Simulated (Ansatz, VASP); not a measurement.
One calculation of Mg, two programs

Contents of INCAR:

```
PREC = Accurate ; ENCUT = 520
EDIFF = 1E-7 ; ISMEAR = 0
SIGMA = 0.1 ; LREAL = F
LASPH = T ; NELM = 100
ALGO = Normal ; ISIF = 2
LWAVE = F ; LCHARG = F
GGA = PE ; NBANDS = 7
```

File KPOINTS:

```
Automatic mesh
0
Gamma
  2 2 2
```

Contents of POSCAR:

```
Mg
1.0
    0.0000000000      2.2442560000      2.2442560000
    2.2442560000      0.0000000000      2.2442560000
    2.2442560000      2.2442560000      0.0000000000
Mg
1
Direct
    0.0000000000      0.0000000000      0.0000000000
```

Input for Ansatz:

```yaml
crystal:
  lattice:
    - [0.0, 2.244256, 2.244256]
    - [2.244256, 0.0, 2.244256]
    - [2.244256, 2.244256, 0.0]
  atoms:
    - { symbol: Mg, position: [0.0, 0.0, 0.0] }
basis:
  ecutwfc: 420
kpoints:
  mp_grid: { grid: [2, 2, 2] }
hamiltonian:
  xc: pbe
scf:
  occupations: { method: gaussian, width: 0.1 }
output:
  forces: true
  stress: true
  eigenvalues: true
```

Alike in both runs: task single point; functional PBE; k mesh 2 × 2 × 2; occupations gaussian, width 0.1 eV; no spin polarisation.

|  | VASP | Ansatz |
| --- | --- | --- |
| version | VASP 6.6.1 | Ansatz 0.2.0 |
| potentials or method | VASP PAW PBE potentials, release 64 (Mg), cutoff 520 eV | scalar-relativistic, plane waves, PAW |
| valence electrons in the cell | 2 | 10 |

```tsv
	VASP	Ansatz	Ansatz less VASP
gap on the k mesh at the Fermi level (eV)	none	none	-
pressure (GPa)	5.5	5.6	+0.09
```

A gap of «none» marks a metal or a gap that the smearing closes. The functional is the same, so the differences come from potentials, cutoffs and numerics. VASP's potentials hold 2 valence electrons a cell and Ansatz's 10, so a difference there can come from the potentials and not from the codes.

The k mesh is coarse, so the values compare programs but aren't converged.
